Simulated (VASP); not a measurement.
# PtS2 (P-3m1) in VASP: a series of runs

The runs below take PtS2 through single point, with PBE+D3(BJ).

All numbers are computed with VASP 6.6.1; they aren't measurements. Logs are shortened: lines on timing, memory, paths and dates and some standing lists are left out, and cuts for length are marked.

## 1. The cell of the first run

Symmetry: P-3m1, No. 164, trigonal system. The conventional cell has a = 3.579 Å, b = 3.579 Å, c = 4.534 Å, α = 90.00°, β = 90.00°, γ = 120.00°. Within 3.2 Å of Pt (site symmetry -3m) lie 6 S at 2.39 Å. Within 3.2 Å of S (site symmetry 3m) lie 3 Pt at 2.39 Å and 6 S at 2.97 to 3.17 Å.

## 2. Single point, PBE+D3(BJ) (volume scaled by 0.97, then relaxed in part)

INCAR reads:

```
PREC = Accurate
ENCUT = 520
EDIFF = 1E-6
ISMEAR = 0
SIGMA = 0.01
LREAL = F
LASPH = T
NELM = 80
ALGO = Normal
ISIF = 2
LWAVE = F
LCHARG = F
GGA = PE
IVDW = 12
NBANDS = 18
```

KPOINTS reads:

```
regular mesh
0
Gamma
  12 12 8
```

POSCAR reads:

```
PtS2
1.0
    3.5792629520      0.0000000000      0.0000000000
   -1.7896314760      3.0997326433      0.0000000000
    0.0000000000      0.0000000000      4.5336903700
Pt S
1 2
Direct
    0.0000000000      0.0000000000      0.0000000000
    0.3333333333      0.6666666667      0.2650336697
    0.6666666667      0.3333333333      0.7349663303
```

Potentials or basis: VASP PAW PBE potentials, release 64 (Pt, S).

Command:

```sh
> cat potpaw_PBE.64/Pt/POTCAR potpaw_PBE.64/S/POTCAR > POTCAR
> mpirun -np 1 vasp_std > vasp.out
```

OUTCAR:

```text
PREC = Accurate
   ENCUT = 520
   EDIFF = 1E-6
   ISMEAR = 0
   LREAL = F
   LASPH = T
   NELM = 80
   ISIF = 2
   GGA = PE
   IVDW = 12
 IVDW          = 12

 ion  position               nearest neighbor table
   1  0.000  0.000  0.000-   2 2.39   3 2.39   3 2.39   2 2.39   3 2.39   2 2.39
   2  0.333  0.667  0.265-   1 2.39   1 2.39   1 2.39
   3  0.667  0.333  0.735-   1 2.39   1 2.39   1 2.39

  LATTYP: Found a hexagonal cell.
 ALAT       =     3.5792629520
 C/A-ratio  =     1.2666547361

  Lattice vectors:

 A1 = (   3.5792629520,   0.0000000000,   0.0000000000)
 A2 = (  -1.7896314760,   3.0997326433,   0.0000000000)
 A3 = (   0.0000000000,   0.0000000000,   4.5336903700)

Analysis of symmetry for initial positions (statically):
=====================================================================
 Subroutine PRICEL returns:
 Original cell was already a primitive cell.

 Routine SETGRP: Setting up the symmetry group for a
 hexagonal supercell.

 Subroutine GETGRP returns: Found 12 space group operations
 (whereof 12 operations were pure point group operations)
 out of a pool of 24 trial point group operations.

The static configuration has the point symmetry D_3d.

Analysis of symmetry for dynamics (positions and initial velocities):
=====================================================================
 Subroutine PRICEL returns:
 Original cell was already a primitive cell.

 Routine SETGRP: Setting up the symmetry group for a
 hexagonal supercell.

 Subroutine GETGRP returns: Found 12 space group operations
 (whereof 12 operations were pure point group operations)
 out of a pool of 24 trial point group operations.

The dynamic configuration has the point symmetry D_3d.

 Subroutine INISYM returns: Found 12 space group operations
 (whereof 12 operations are pure point group operations),
 and found     1 'primitive' translations

----------------------------------------------------------------------------------------

                                     Primitive cell

  volume of cell :      50.3002

  direct lattice vectors                    reciprocal lattice vectors
     3.579262952  0.000000000  0.000000000     0.279387129  0.161304234  0.000000000
    -1.789631476  3.099732643  0.000000000     0.000000000  0.322608468  0.000000000
     0.000000000  0.000000000  4.533690370     0.000000000  0.000000000  0.220570864

  length of vectors
     3.579262952  3.579262952  4.533690370     0.322608468  0.322608468  0.220570864

  position of ions in fractional coordinates (direct lattice)
     0.000000000  0.000000000  0.000000000
     0.333333333  0.666666667  0.265033670
     0.666666667  0.333333333  0.734966330

  ion indices of the primitive-cell ions
   primitive index   ion index
                 1           1
                 2           2
                 3           3

----------------------------------------------------------------------------------------

 KPOINTS: regular mesh

Automatic generation of k-mesh.
 Grid dimensions read from file:
 generate k-points for:   12   12    8

 Generating k-lattice:

  Cartesian coordinates                     Fractional coordinates (reciprocal lattice)
     0.023282261  0.013442020  0.000000000     0.083333333  0.000000000  0.000000000
     0.000000000  0.026884039  0.000000000     0.000000000  0.083333333  0.000000000
     0.000000000  0.000000000  0.027571358     0.000000000  0.000000000  0.125000000

  Length of vectors
     0.026884039  0.026884039  0.027571358

  Shift w.r.t. Gamma in fractional coordinates (k-lattice)
     0.000000000  0.000000000  0.000000000

 Subroutine IBZKPT returns following result:
 ===========================================

 Found    131 irreducible k-points:

 Following reciprocal coordinates:
            Coordinates               Weight
  0.000000  0.000000  0.000000      1.000000
  0.083333 -0.000000  0.000000      6.000000
  0.166667  0.000000  0.000000      6.000000
  0.250000 -0.000000  0.000000      6.000000
  0.333333  0.000000  0.000000      6.000000
  0.416667  0.000000  0.000000      6.000000
[... 16 lines left out ...]
  0.166667  0.000000  0.125000      6.000000
  0.000000  0.166667  0.125000      6.000000
 [... further k-points ...]
   k-points           NKPTS =    131   k-points in BZ     NKDIM =    131   number of bands    NBANDS=     18
   number of dos      NEDOS =    301   number of ions     NIONS =      3
   total plane-waves  NPLWV =  28224
   dimension x,y,z NGX =    28 NGY =   28 NGZ =   36
   dimension x,y,z NGXF=    56 NGYF=   56 NGZF=   72
   ions per type =               1   2
   NGX,Y,Z   is equivalent  to a cutoff of  13.01, 13.01, 13.20 a.u.
   NGXF,Y,Z  is equivalent  to a cutoff of  26.01, 26.01, 26.40 a.u.
 SYSTEM =  unknown system
   PREC   = accura    normal or accurate (medium, high low for compatibility)
   ISTART =      0    job   : 0-new  1-cont  2-samecut
   ICHARG =      2    charge: 1-file 2-atom 10-const
   ISPIN  =      1    spin polarized calculation?
   LNONCOLLINEAR =      F non collinear calculations
   LSORBIT =      F    spin-orbit coupling
   LASPH  =      T    aspherical Exc in radial PAW
   ENCUT  =  520.0 eV  38.22 Ry    6.18 a.u.   6.66  6.66  8.43*2*pi/ulx,y,z
   NELM   =     80;   NELMIN=  2; NELMDL= -5     # of ELM steps
   EDIFF  = 0.1E-05   stopping-criterion for ELM
   LREAL  =      F    real-space projection
   EDIFFG = 0.1E-04   stopping-criterion for IOM
   NSW    =      0    number of steps for IOM
   IBRION =     -1    ionic relax: 0-MD 1-quasi-New 2-CG
   NFREE  =      0    steps in history (QN), initial steepest desc. (CG)
   ISIF   =      2    stress and relaxation
   ISYM   =      2    0-nonsym 1-usesym 2-fastsym
   POTIM  = 0.5000    time-step for ionic-motion
   TEBEG  =    0.0;   TEEND  =   0.0 temperature during run
   PSTRESS=    0.0 pullay stress
   NELECT =      22.0000    total number of electrons
   NUPDOWN=      -1.0000    fix difference up-down
   EMIN   =  10.00;   EMAX   =-10.00  energy-range for DOS
   EFERMI =   0.00;   METHOD = LEGACY
   ISMEAR =     0;   SIGMA  =   0.01  broadening in eV -4-tet -1-fermi 0-gaus
   EFERMI_NEDOS =   21; number of points for ismear=-14 and -15
   IALGO  =     38    algorithm
   IMIX   =      4    mixing-type and parameters
     AMIX     =   0.40;   BMIX     =  1.00
[... 24 lines left out ...]
  ---------------------------------------------------
  free energy    TOTEN  =       -15.26482509 eV

  energy without entropy =      -15.26480669  energy(sigma->0) =      -15.26481589

 E-fermi :   8.4314     XC(G=0): -11.2315

 val. band max:        8.2826716221   @ k =   0.0000   0.0833   0.1250
 cond. band min:       8.4382507375   @ k =   0.1667   0.1667   0.5000
 fundamental gap:      0.1555791154
 Fermi energy:         8.4314100337

 k-point     1 :       0.0000    0.0000    0.0000
  band No.  band energies     occupation
      1      -7.7635      2.00000
      2      -4.0555      2.00000
      3       0.6013      2.00000
      4       1.2262      2.00000
      5       1.2262      2.00000
      6       4.1221      2.00000
[... 10 lines left out ...]
     17      15.7199      0.00000
     18      20.7165      0.00000

 k-point     2 :       0.0833   -0.0000    0.0000
  band No.  band energies     occupation
      1      -7.6756      2.00000
      2      -4.1302      2.00000
      3       0.7007      2.00000
      4       1.2853      2.00000
      5       1.3381      2.00000
      6       3.9946      2.00000
[... 10 lines left out ...]
     17      15.9722      0.00000
     18      19.3699      0.00000

 k-point     3 :       0.1667    0.0000    0.0000
  band No.  band energies     occupation
      1      -7.4197      2.00000
      2      -4.3272      2.00000
      3       0.9837      2.00000
      4       1.4506      2.00000
      5       1.6416      2.00000
      6       3.5459      2.00000
[... 10 lines left out ...]
     17      16.6062      0.00000
     18      17.9749      0.00000

 k-point     4 :       0.2500   -0.0000    0.0000
  band No.  band energies     occupation
      1      -7.0217      2.00000
      2      -4.5900      2.00000
      3       1.3950      2.00000
      4       1.6818      2.00000
      5       2.0020      2.00000
      6       2.8312      2.00000
[... 10 lines left out ...]
     17      16.8028      0.00000
     18      17.2042      0.00000

 k-point     5 :       0.3333    0.0000    0.0000
  band No.  band energies     occupation
      1      -6.5295      2.00000
      2      -4.8769      2.00000
      3       1.4449      2.00000
      4       1.9053      2.00000
      5       2.0350      2.00000
      6       2.9169      2.00000
[... 10 lines left out ...]
     17      16.2786      0.00000
     18      17.2085      0.00000

 k-point     6 :       0.4167    0.0000    0.0000
  band No.  band energies     occupation
      1      -6.0166      2.00000
      2      -5.1843      2.00000
      3       0.8324      2.00000
      4       2.0448      2.00000
      5       2.4226      2.00000
      6       3.5947      2.00000
[... 10 lines left out ...]
     17      16.0635      0.00000
     18      18.3544      0.00000

 k-point     7 :       0.5000   -0.0000    0.0000
  band No.  band energies     occupation
      1      -5.6085      2.00000
      2      -5.5024      2.00000
      3       0.5765      2.00000
      4       2.0865      2.00000
      5       2.6085      2.00000
      6       4.0886      2.00000
[... 10 lines left out ...]
     17      15.9912      0.00000
     18      19.4811      0.00000

 k-point     8 :       0.0833    0.0833    0.0000
  band No.  band energies     occupation
      1      -7.5036      2.00000
      2      -4.2653      2.00000
      3       0.8899      2.00000
      4       1.4050      2.00000
      5       1.5396      2.00000
      6       3.8119      2.00000
[... 10 lines left out ...]
     17      16.4909      0.00000
     18      18.1911      0.00000
[... 229 lines left out ...]
     17      16.7484      0.00000
     18      19.1597      0.00000

 k-point    20 :       0.0000    0.0000    0.1250
  band No.  band energies     occupation
      1      -7.6793      2.00000
      2      -4.3057      2.00000
      3       0.9027      2.00000
      4       1.2393      2.00000
      5       1.2393      2.00000
      6       4.1082      2.00000
[... 10 lines left out ...]
     17      15.6830      0.00000
     18      19.9686      0.00000

 k-point    21 :       0.0833   -0.0000    0.1250
  band No.  band energies     occupation
      1      -7.5917      2.00000
      2      -4.3618      2.00000
      3       0.8882      2.00000
      4       1.3203      2.00000
      5       1.4176      2.00000
      6       4.0038      2.00000
[... 10 lines left out ...]
     17      15.8061      0.00000
     18      18.8943      0.00000

 k-point    22 :       0.0000    0.0833    0.1250
  band No.  band energies     occupation
      1      -7.5930      2.00000
      2      -4.3553      2.00000
      3       0.8596      2.00000
      4       1.2747      2.00000
      5       1.4796      2.00000
      6       3.9336      2.00000
[... 10 lines left out ...]
     17      16.2426      0.00000
     18      18.6601      0.00000

 k-point    23 :       0.1667    0.0000    0.1250
  band No.  band energies     occupation
      1      -7.3347      2.00000
      2      -4.5251      2.00000
      3       1.0410      2.00000
      4       1.5071      2.00000
      5       1.7806      2.00000
      6       3.6454      2.00000
[... 10 lines left out ...]
     17      15.9503      0.00000
     18      17.5048      0.00000

 k-point    24 :       0.0000    0.1667    0.1250
  band No.  band energies     occupation
      1      -7.3455      2.00000
      2      -4.4802      2.00000
      3       0.8808      2.00000
      4       1.4108      2.00000
      5       1.9591      2.00000
      6       3.3525      2.00000
[... 10 lines left out ...]
     17      17.1861      0.00000
     18      17.5204      0.00000

 [... further k-points ...]

------------------------ aborting loop because EDIFF is reached ----------------------------------------

 Edisp (eV)   -1.39888

 E8    (eV) :    -0.5620

  FORCE on cell =-STRESS in cart. coord.  units (eV):
  Direction    XX          YY          ZZ          XY          YZ          ZX
  --------------------------------------------------------------------------------------
  -------------------------------------------------------------------------------------
  Total       0.25983     0.25983     0.37053     0.00000    -0.00000    -0.00000
  in kB       8.27607     8.27607    11.80238     0.00000    -0.00000    -0.00000
  external pressure =        9.45 kB  Pullay stress =        0.00 kB

 VOLUME and BASIS-vectors are now :
 -----------------------------------------------------------------------------
  energy-cutoff  :      520.00
  volume of cell :       50.30
      direct lattice vectors                 reciprocal lattice vectors
     3.579262952  0.000000000  0.000000000     0.279387129  0.161304234  0.000000000
    -1.789631476  3.099732643  0.000000000     0.000000000  0.322608468  0.000000000
     0.000000000  0.000000000  4.533690370     0.000000000  0.000000000  0.220570864

 POSITION                                       TOTAL-FORCE (eV/Angst)
 -----------------------------------------------------------------------------------
      0.00000      0.00000      0.00000        -0.000000      0.000000      0.000000
     -0.00000      2.06649      1.20158        -0.000000     -0.000000     -0.034959
      1.78963      1.03324      3.33211         0.000000      0.000000      0.034959
 -----------------------------------------------------------------------------------
    total drift:                               -0.000000      0.000000      0.000000

  FREE ENERGIE OF THE ION-ELECTRON SYSTEM (eV)
  ---------------------------------------------------
  free  energy   TOTEN  =       -16.6637080867 eV

  energy  without entropy=      -16.6636896835  energy(sigma->0) =      -16.66369889
```

Run time: 2 min. Hardware: 1 thread of Intel Xeon Platinum 8375C at 2.90GHz (Ice Lake), shared host; peak memory 0.26 GiB.

What came out:

```yaml
Free_energy: -16.6637 eV
Pressure: 0.9 GPa
Largest_force: 0.035 eV/Å
Band_gap_on_the_k_mesh: zero (band 11 reaches 8.59 eV, above the bottom of band 12 at 8.44 eV)
Dispersion_energy_per_atom: -0.466 eV
```

Forces in eV/Å, atoms in the order of the input:
```
Pt   0.000  0.000  0.000
S    0.000  0.000 -0.035
S    0.000  0.000  0.035
```

Stress tensor (GPa, compression positive):
```
0.83 0.00 0.00
0.00 0.83 0.00
0.00 0.00 1.18
```

Caveat: the cell differs from its parent crystal (volume scaled by 0.97, then relaxed in part); spin-orbit coupling is left out, which moves the levels of the heavy elements; pairwise dispersion overbinds metals, which lowers pressure and volume.

## 3. Single point, PBE+D3(BJ)

This run uses another cell than the first one, of 17.29 Å³/atom, 1.031 times its volume.

INCAR reads:

```
ALGO = Normal ; EDIFF = 1E-6
ENCUT = 520 ; GGA = PE
ISIF = 2 ; ISMEAR = 0
IVDW = 12 ; LASPH = T
LCHARG = F ; LREAL = F
LWAVE = F ; NBANDS = 18
NELM = 80 ; PREC = Accurate
SIGMA = 0.01
```

KPOINTS reads:

```
k-points
0
Gamma
  12 12 8
```

POSCAR reads:

```
PtS2
1.0
    3.5830653953      0.0000000000      0.0000000000
   -1.7915326976      3.1030256557      0.0000000000
    0.0000000000      0.0000000000      4.6639927142
Pt S
1 2
Direct
    0.0000000000      0.0000000000      0.0000000000
    0.3333333333      0.6666666667      0.2586282048
    0.6666666667      0.3333333333      0.7413717952
```

Potentials or basis: VASP PAW PBE potentials, release 64 (Pt, S).

Command:

```sh
> cat potpaw_PBE.64/Pt/POTCAR potpaw_PBE.64/S/POTCAR > POTCAR
> mpirun -np 1 vasp_std > vasp.out
```

It took 2 min on 1 thread of Intel Xeon Platinum 8375C at 2.90GHz (Ice Lake), shared host; peak memory 0.26 GiB.

It converged, with:

| Item | Value |
| --- | --- |
| Free energy | -16.6703 eV |
| Pressure | -0.5 GPa |
| Largest force | 0.039 eV/Å |
| Band gap on the k mesh | 0.07 eV, indirect (least direct gap 0.69 eV) |
| Dispersion energy per atom | -0.451 eV |

Forces in eV/Å, atoms in the order of the input:
```
Pt   0.000  0.000  0.000
S    0.000  0.000 -0.039
S    0.000  0.000  0.039
```

Stress tensor (GPa, compression positive):
```
-0.53  0.00  0.00
 0.00 -0.53  0.00
 0.00  0.00 -0.30
```

Levels at points of the mesh, in eV from the valence-band top:
```
           k point  band 9  band 10  band 11  band 12  band 13  band 14
(0.00, 0.00, 0.00)   -1.64    -1.64     0.00     1.12     1.12     3.58
(0.50, 0.00, 0.00)   -3.63    -3.54    -3.00     0.71     2.25     5.21
(0.00, 0.00, 0.50)   -2.17    -2.17    -1.58     2.21     2.21     5.25
(0.50, 0.00, 0.50)   -3.29    -3.22    -1.59     0.73     1.59     4.84
```

Caveat: spin-orbit coupling is left out, which moves the levels of the heavy elements. A k mesh can miss the band edges.

## 4. Single point, PBE+D3(BJ) (volume scaled by 1.03, then relaxed in part)

INCAR reads:

```
SYSTEM = PtS2
PREC = Accurate
ENCUT = 520
EDIFF = 1E-6
ISMEAR = 0
SIGMA = 0.01
LREAL = .False.
LASPH = .True.
NELM = 60
ALGO = Normal
ISIF = 2
LWAVE = .False.
LCHARG = .False.
GGA = PE
IVDW = 12
NBANDS = 18
```

KPOINTS reads:

```
regular mesh
0
Gamma
  12 12 8
  0 0 0
```

POSCAR reads:

```
PtS2
1.0
    3.5851171656      0.0000000000      0.0000000000
   -1.7925585828      3.1048025409      0.0000000000
    0.0000000000      0.0000000000      4.7984154899
Pt S
1 2
Direct
    0.0000000000      0.0000000000      0.0000000000
    0.3333333333      0.6666666667      0.2521644682
    0.6666666667      0.3333333333      0.7478355318
```

Command:

```sh
> cat potpaw_PBE.64/Pt/POTCAR potpaw_PBE.64/S/POTCAR > POTCAR
> mpirun -np 1 vasp_std > vasp.out
```

Wall time 2.2 min (1 thread of Intel Xeon Platinum 8375C at 2.90GHz (Ice Lake), shared host); peak memory 0.27 GiB.

The run converged. Its results:

- Free energy: -16.6656 eV
- Pressure: -1.4 GPa
- Largest force: 0.042 eV/Å
- Band gap on the k mesh: 0.28 eV, indirect (least direct gap 0.71 eV)
- Dispersion energy per atom: -0.437 eV

Forces in eV/Å, atoms in the order of the input:
```
Pt   0.000  0.000  0.000
S    0.000  0.000 -0.042
S    0.000  0.000  0.042
```

Stress tensor (GPa, compression positive):
```
-1.49  0.00  0.00
 0.00 -1.49  0.00
 0.00  0.00 -1.27
```

Levels at points of the mesh, in eV from the valence-band top:
| k point | band 8 | band 9 | band 10 | band 11 | band 12 | band 13 | band 14 | band 15 |
| --- | --- | --- | --- | --- | --- | --- | --- | --- |
| (0.00, 0.00, 0.00) | -2.34 | -1.46 | -1.46 | 0.00 | 1.44 | 1.44 | 3.97 | 5.06 |
| (0.50, 0.00, 0.00) | -3.76 | -3.43 | -3.34 | -2.80 | 0.95 | 2.31 | 5.25 | 6.32 |
| (0.00, 0.00, 0.50) | -3.07 | -1.87 | -1.87 | -1.42 | 2.31 | 2.31 | 5.34 | 6.80 |
| (0.50, 0.00, 0.50) | -3.45 | -3.09 | -3.07 | -1.51 | 1.05 | 1.74 | 5.02 | 5.05 |

Caveat: the cell differs from its parent crystal (volume scaled by 1.03, then relaxed in part); spin-orbit coupling is left out, which moves the levels of the heavy elements.

## 5. Overview

```tsv
cell	gap on the mesh (eV)	pressure (GPa)	largest force (eV/Å)
a = 3.579, b = 3.579, c = 4.534 Å, angles 90.0, 90.0, 120.0°, 3 atoms	none	0.9	0.03
a = 3.583, b = 3.583, c = 4.664 Å, angles 90.0, 90.0, 120.0°, 3 atoms	0.07	-0.5	0.04
a = 3.585, b = 3.585, c = 4.798 Å, angles 90.0, 90.0, 120.0°, 3 atoms	0.28	-1.4	0.04
```

Alike in all rows: task single point; level PBE+D3(BJ); potentials or basis VASP PAW PBE potentials, release 64 (Pt, S); no spin polarisation; k mesh 12 × 12 × 8; cutoff (eV) 520; smearing gaussian 0.01 eV.

Caveats: spin-orbit coupling is left out, which moves the levels of the heavy elements; pairwise dispersion overbinds metals, which lowers pressure and volume (some runs).

Total energies depend on the potentials used, so only differences within one code and one set of settings carry meaning.
